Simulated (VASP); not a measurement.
# ZrO2 (Fm-3m) in VASP: further runs

Aim: see how the results for ZrO2 move with the level of theory and the settings. Levels: PBE, r2SCAN. Tasks: single point.

Everything below comes from runs of VASP 6.6.1. Logs are shortened: lines on timing, memory, paths and dates and some standing lists are left out, and cuts for length are marked.

## 1. The cell of the first run

It takes space group Fm-3m (No. 225, cubic). Conventional cell: a = 5.116 Å, b = 5.116 Å, c = 5.116 Å, α = 90.00°, β = 90.00°, γ = 90.00°. Zr (site symmetry m-3m) has 8 O at 2.22 Å within 2.9 Å. Within 2.9 Å of O (site symmetry -43m) lie 4 Zr at 2.22 Å and 6 O at 2.56 Å.

## 2. Single point, PBE

INCAR

```
SYSTEM = ZrO2
PREC = Accurate
ENCUT = 600
EDIFF = 1E-6
ISMEAR = -1
SIGMA = 0.02
LREAL = .False.
LASPH = .True.
NELM = 120
ALGO = Normal
ISIF = 2
LWAVE = .False.
LCHARG = .False.
GGA = PE
NBANDS = 19
GGA_COMPAT = .False.
```

KPOINTS

```
regular mesh
0
Gamma
  8 8 8
  0 0 0
```

POSCAR

```
ZrO2
1.0
    0.0000000000      2.5578562536      2.5578562536
    2.5578562536      0.0000000000      2.5578562536
    2.5578562536      2.5578562536      0.0000000000
Zr O
1 2
Direct
    0.0000000000      0.0000000000      0.0000000000
    0.7500000000      0.7500000000      0.7500000000
    0.2500000000      0.2500000000      0.2500000000
```

Potentials or basis: VASP PAW PBE potentials, release 64 (Zr_sv, O).

Launch:

```bash
> cat potpaw_PBE.64/Zr_sv/POTCAR potpaw_PBE.64/O/POTCAR > POTCAR
> mpirun -np 1 vasp_std > vasp.out
```

OUTCAR:

```text
SYSTEM = ZrO2
   PREC = Accurate
   ENCUT = 600
   EDIFF = 1E-6
   ISMEAR = -1
   LREAL = .False.
   LASPH = .True.
   NELM = 120
   ISIF = 2
   GGA = PE

 ion  position               nearest neighbor table
   1  0.000  0.000  0.000-   2 2.22   2 2.22   2 2.22   2 2.22   3 2.22   3 2.22   3 2.22   3 2.22

   2  0.750  0.750  0.750-   1 2.22   1 2.22   1 2.22   1 2.22
   3  0.250  0.250  0.250-   1 2.22   1 2.22   1 2.22   1 2.22

  LATTYP: Found a face centered cubic cell.
 ALAT       =     5.1157125072

  Lattice vectors:

 A1 = (   0.0000000000,   2.5578562536,   2.5578562536)
 A2 = (   2.5578562536,   0.0000000000,   2.5578562536)
 A3 = (   2.5578562536,   2.5578562536,   0.0000000000)

Analysis of symmetry for initial positions (statically):
=====================================================================
 Subroutine PRICEL returns:
 Original cell was already a primitive cell.

 Routine SETGRP: Setting up the symmetry group for a
 face centered cubic supercell.

 Subroutine GETGRP returns: Found 48 space group operations
 (whereof 48 operations were pure point group operations)
 out of a pool of 48 trial point group operations.

The static configuration has the point symmetry O_h .

Analysis of symmetry for dynamics (positions and initial velocities):
=====================================================================
 Subroutine PRICEL returns:
 Original cell was already a primitive cell.

 Routine SETGRP: Setting up the symmetry group for a
 face centered cubic supercell.

 Subroutine GETGRP returns: Found 48 space group operations
 (whereof 48 operations were pure point group operations)
 out of a pool of 48 trial point group operations.

The dynamic configuration has the point symmetry O_h .

 Subroutine INISYM returns: Found 48 space group operations
 (whereof 48 operations are pure point group operations),
 and found     1 'primitive' translations

----------------------------------------------------------------------------------------

                                     Primitive cell

  volume of cell :      33.4702

  direct lattice vectors                    reciprocal lattice vectors
     0.000000000  2.557856254  2.557856254    -0.195476192  0.195476192  0.195476192
     2.557856254  0.000000000  2.557856254     0.195476192 -0.195476192  0.195476192
     2.557856254  2.557856254  0.000000000     0.195476192  0.195476192 -0.195476192

  length of vectors
     3.617355004  3.617355004  3.617355004     0.338574696  0.338574696  0.338574696

  position of ions in fractional coordinates (direct lattice)
     0.000000000  0.000000000  0.000000000
     0.750000000  0.750000000  0.750000000
     0.250000000  0.250000000  0.250000000

  ion indices of the primitive-cell ions
   primitive index   ion index
                 1           1
                 2           2
                 3           3

----------------------------------------------------------------------------------------

 KPOINTS: regular mesh

Automatic generation of k-mesh.
 Grid dimensions read from file:
 generate k-points for:    8    8    8

 Generating k-lattice:

  Cartesian coordinates                     Fractional coordinates (reciprocal lattice)
    -0.024434524  0.024434524  0.024434524     0.125000000  0.000000000  0.000000000
     0.024434524 -0.024434524  0.024434524     0.000000000  0.125000000  0.000000000
     0.024434524  0.024434524 -0.024434524     0.000000000  0.000000000  0.125000000

  Length of vectors
     0.042321837  0.042321837  0.042321837

  Shift w.r.t. Gamma in fractional coordinates (k-lattice)
     0.000000000  0.000000000  0.000000000

 Subroutine IBZKPT returns following result:
 ===========================================

 Found     29 irreducible k-points:

 Following reciprocal coordinates:
            Coordinates               Weight
  0.000000  0.000000  0.000000      1.000000
  0.125000  0.000000  0.000000      8.000000
  0.250000  0.000000  0.000000      8.000000
  0.375000  0.000000  0.000000      8.000000
  0.500000  0.000000  0.000000      4.000000
  0.125000  0.125000  0.000000      6.000000
[... 16 lines left out ...]
  0.500000  0.250000  0.125000     48.000000
 -0.375000  0.250000  0.125000     24.000000
 [... further k-points ...]
   k-points           NKPTS =     29   k-points in BZ     NKDIM =     29   number of bands    NBANDS=     19
   number of dos      NEDOS =    301   number of ions     NIONS =      3
   total plane-waves  NPLWV =  27000
   dimension x,y,z NGX =    30 NGY =   30 NGZ =   30
   dimension x,y,z NGXF=    60 NGYF=   60 NGZF=   60
   ions per type =               1   2
   NGX,Y,Z   is equivalent  to a cutoff of  13.79, 13.79, 13.79 a.u.
   NGXF,Y,Z  is equivalent  to a cutoff of  27.57, 27.57, 27.57 a.u.
 SYSTEM =  ZrO2
   PREC   = accura    normal or accurate (medium, high low for compatibility)
   ISTART =      0    job   : 0-new  1-cont  2-samecut
   ICHARG =      2    charge: 1-file 2-atom 10-const
   ISPIN  =      1    spin polarized calculation?
   LNONCOLLINEAR =      F non collinear calculations
   LSORBIT =      F    spin-orbit coupling
   LASPH  =      T    aspherical Exc in radial PAW
   ENCUT  =  600.0 eV  44.10 Ry    6.64 a.u.   7.22  7.22  7.22*2*pi/ulx,y,z
   NELM   =    120;   NELMIN=  2; NELMDL= -5     # of ELM steps
   EDIFF  = 0.1E-05   stopping-criterion for ELM
   LREAL  =      F    real-space projection
   EDIFFG = 0.1E-04   stopping-criterion for IOM
   NSW    =      0    number of steps for IOM
   IBRION =     -1    ionic relax: 0-MD 1-quasi-New 2-CG
   NFREE  =      0    steps in history (QN), initial steepest desc. (CG)
   ISIF   =      2    stress and relaxation
   ISYM   =      2    0-nonsym 1-usesym 2-fastsym
   POTIM  = 0.5000    time-step for ionic-motion
   TEBEG  =    0.0;   TEEND  =   0.0 temperature during run
   PSTRESS=    0.0 pullay stress
   NELECT =      24.0000    total number of electrons
   NUPDOWN=      -1.0000    fix difference up-down
   EMIN   =  10.00;   EMAX   =-10.00  energy-range for DOS
   EFERMI =   0.00;   METHOD = LEGACY
   ISMEAR =    -1;   SIGMA  =   0.02  broadening in eV -4-tet -1-fermi 0-gaus
   EFERMI_NEDOS =   21; number of points for ismear=-14 and -15
   IALGO  =     38    algorithm
   IMIX   =      4    mixing-type and parameters
     AMIX     =   0.40;   BMIX     =  1.00
     AMIX_MAG =   1.60;   BMIX_MAG =  1.00
  volume/ion in A,a.u.               =      11.16        75.29
  Fermi-wavevector in a.u.,A,eV,Ry     =   1.465297  2.769011 29.213021  2.147096
  Thomas-Fermi vector in A             =   2.581171
   LORBIT       =      0    0 simple, 1 ext, 2 COOP (PROOUT), +10 PAW based schemes
   GGA     = PE    functional components
   LHFCALC =     F    Hartree Fock is set to
   AEXX    =    0.0000 exact exchange contribution
   IVDW    =     0    specifies the selected vdW correction
   LEPSILON=     F    determine dielectric tensor
   LRPA    =     F    only Hartree local field effects (RPA)
 non-spin polarized calculation
  energy-cutoff  :      600.00
  volume of cell :       33.47
 maximum number of plane-waves:      1139
 NGX is ok and might be reduce to    30
   NGX = 15   NGY = 15   NGZ = 15

 number of electron      23.9999994 magnetization

 Free energy of the ion-electron system (eV)
  ---------------------------------------------------
  ext. energy  EPLUGINS =         0.00000000
  ---------------------------------------------------
  free energy    TOTEN  =       -28.57332084 eV

  energy without entropy =      -28.57332084  energy(sigma->0) =      -28.57332084

 E-fermi :   7.5262     XC(G=0): -11.7014

 val. band max:        7.0515456163   @ k =   0.5000   0.5000   0.0000
 cond. band min:      10.3636490750   @ k =   0.0000   0.0000   0.0000
 fundamental gap:      3.3121034587
 Fermi energy:         7.5261781496

 k-point     1 :       0.0000    0.0000    0.0000
  band No.  band energies     occupation
      1     -41.1079      2.00000
      2     -18.9262      2.00000
      3     -18.9262      2.00000
      4     -18.9262      2.00000
      5     -11.0720      2.00000
      6      -8.5707      2.00000
[... 11 lines left out ...]
     18      16.2366      0.00000
     19      21.3156      0.00000

 k-point     2 :       0.1250    0.0000    0.0000
  band No.  band energies     occupation
      1     -41.1016      2.00000
      2     -19.0294      2.00000
      3     -18.9358      2.00000
      4     -18.9358      2.00000
      5     -10.8647      2.00000
      6      -8.7210      2.00000
[... 11 lines left out ...]
     18      16.0168      0.00000
     19      20.9646      0.00000

 k-point     3 :       0.2500    0.0000    0.0000
  band No.  band energies     occupation
      1     -41.0864      2.00000
      2     -19.2630      2.00000
      3     -18.9591      2.00000
      4     -18.9591      2.00000
      5     -10.4137      2.00000
      6      -8.9959      2.00000
[... 11 lines left out ...]
     18      15.9983      0.00000
     19      20.2583      0.00000

 k-point     4 :       0.3750    0.0000    0.0000
  band No.  band energies     occupation
      1     -41.0712      2.00000
      2     -19.4785      2.00000
      3     -18.9821      2.00000
      4     -18.9821      2.00000
      5     -10.1431      2.00000
      6      -9.0393      2.00000
[... 11 lines left out ...]
     18      16.3601      0.00000
     19      20.3056      0.00000

 k-point     5 :       0.5000    0.0000    0.0000
  band No.  band energies     occupation
      1     -41.0648      2.00000
      2     -19.5632      2.00000
      3     -18.9916      2.00000
      4     -18.9916      2.00000
      5     -10.1239      2.00000
      6      -8.9492      2.00000
[... 11 lines left out ...]
     18      16.0436      0.00000
     19      20.8273      0.00000

 k-point     6 :       0.1250    0.1250    0.0000
  band No.  band energies     occupation
      1     -41.0995      2.00000
      2     -19.0410      2.00000
      3     -18.9503      2.00000
      4     -18.9503      2.00000
      5     -10.7901      2.00000
      6      -8.7749      2.00000
[... 11 lines left out ...]
     18      15.9391      0.00000
     19      21.0525      0.00000

 k-point     7 :       0.2500    0.1250    0.0000
  band No.  band energies     occupation
      1     -41.0873      2.00000
      2     -19.2138      2.00000
      3     -18.9776      2.00000
      4     -18.9769      2.00000
      5     -10.3972      2.00000
      6      -9.0243      2.00000
[... 11 lines left out ...]
     18      15.9061      0.00000
     19      20.7782      0.00000

 k-point     8 :       0.3750    0.1250    0.0000
  band No.  band energies     occupation
      1     -41.0721      2.00000
      2     -19.4139      2.00000
      3     -19.0211      2.00000
      4     -18.9999      2.00000
      5     -10.0330      2.00000
      6      -9.1607      2.00000
[... 256 lines left out ...]
 k-point    20 :      -0.3750    0.3750    0.0000
  band No.  band energies     occupation
      1     -41.0518      2.00000
      2     -19.4764      2.00000
      3     -19.2555      2.00000
      4     -19.0575      2.00000
      5      -9.5938      2.00000
      6      -9.1983      2.00000
[... 11 lines left out ...]
     18      19.1149      0.00000
     19      21.6653      0.00000

 k-point    21 :       0.5000    0.5000    0.0000
  band No.  band energies     occupation
      1     -41.0506      2.00000
      2     -19.6143      2.00000
      3     -19.0890      2.00000
      4     -19.0890      2.00000
      5      -9.7444      2.00000
      6      -9.0410      2.00000
[... 11 lines left out ...]
     18      20.3305      0.00000
     19      20.5834      0.00000

 k-point    22 :       0.3750    0.2500    0.1250
  band No.  band energies     occupation
      1     -41.0751      2.00000
      2     -19.3360      2.00000
      3     -19.0619      2.00000
      4     -18.9895      2.00000
      5     -10.0032      2.00000
      6      -9.2384      2.00000
[... 11 lines left out ...]
     18      16.6801      0.00000
     19      21.0170      0.00000

 k-point    23 :       0.5000    0.2500    0.1250
  band No.  band energies     occupation
      1     -41.0628      2.00000
      2     -19.4380      2.00000
      3     -19.1468      2.00000
      4     -19.0158      2.00000
      5      -9.7454      2.00000
      6      -9.2763      2.00000
[... 11 lines left out ...]
     18      17.5135      0.00000
     19      21.1604      0.00000

 k-point    24 :      -0.3750    0.2500    0.1250
  band No.  band energies     occupation
      1     -41.0577      2.00000
      2     -19.4764      2.00000
      3     -19.1824      2.00000
      4     -19.0287      2.00000
      5      -9.7510      2.00000
      6      -9.1676      2.00000
[... 11 lines left out ...]
     18      17.6374      0.00000
     19      21.3997      0.00000

 [... further k-points ...]

------------------------ aborting loop because EDIFF is reached ----------------------------------------

  FORCE on cell =-STRESS in cart. coord.  units (eV):
  Direction    XX          YY          ZZ          XY          YZ          ZX
  --------------------------------------------------------------------------------------
  -------------------------------------------------------------------------------------
  Total        0.0190868      0.0190868      0.0190868      0.0000000      0.0000000     -0.0000000
  in kB        0.9136626      0.9136626      0.9136626      0.0000000      0.0000000     -0.0000000
  external PRESSURE =       0.9136626 kB  Pullay stress =       0.0000000 kB

 VOLUME and BASIS-vectors are now :
 -----------------------------------------------------------------------------
  energy-cutoff  :      600.00
  volume of cell :       33.47
      direct lattice vectors                 reciprocal lattice vectors
     0.000000000  2.557856254  2.557856254    -0.195476192  0.195476192  0.195476192
     2.557856254  0.000000000  2.557856254     0.195476192 -0.195476192  0.195476192
     2.557856254  2.557856254  0.000000000     0.195476192  0.195476192 -0.195476192

 POSITION                                       TOTAL-FORCE (eV/Angst)
 -----------------------------------------------------------------------------------
      0.00000      0.00000      0.00000         0.000000     -0.000000      0.000000
      3.83678      3.83678      3.83678         0.000000      0.000000     -0.000000
      1.27893      1.27893      1.27893        -0.000000     -0.000000      0.000000
 -----------------------------------------------------------------------------------
    total drift:                                0.000000     -0.000000      0.000000

  FREE ENERGIE OF THE ION-ELECTRON SYSTEM (eV)
  ---------------------------------------------------
  free  energy   TOTEN  =       -28.5733208395 eV

  energy  without entropy=      -28.5733208395  energy(sigma->0) =      -28.57332084
```

It took 13 s on 1 thread of Intel Xeon 6975P-C (Granite Rapids), shared host; peak memory 0.17 GiB.

What came out:

| Quantity | Value |
| --- | --- |
| Free energy | -28.5733 eV |
| Pressure | 0.1 GPa |
| Band gap on the k mesh | 3.31 eV (least direct gap 3.74 eV) |

Levels at points of the mesh, in eV from the valence-band top:
| k point | band 9 | band 10 | band 11 | band 12 | band 13 | band 14 | band 15 | band 16 |
| --- | --- | --- | --- | --- | --- | --- | --- | --- |
| (0.00, 0.00, 0.00) | -5.14 | -0.53 | -0.53 | -0.53 | 3.31 | 3.31 | 6.47 | 9.19 |
| (0.50, 0.00, 0.00) | -2.50 | -2.46 | -1.63 | -1.63 | 3.94 | 3.94 | 5.95 | 8.30 |
| (0.50, 0.50, 0.00) | -3.12 | -1.49 | -1.49 | 0.00 | 3.74 | 4.66 | 5.70 | 7.15 |

A k mesh can miss the band edges.

(Continued in part 2 of 2.)
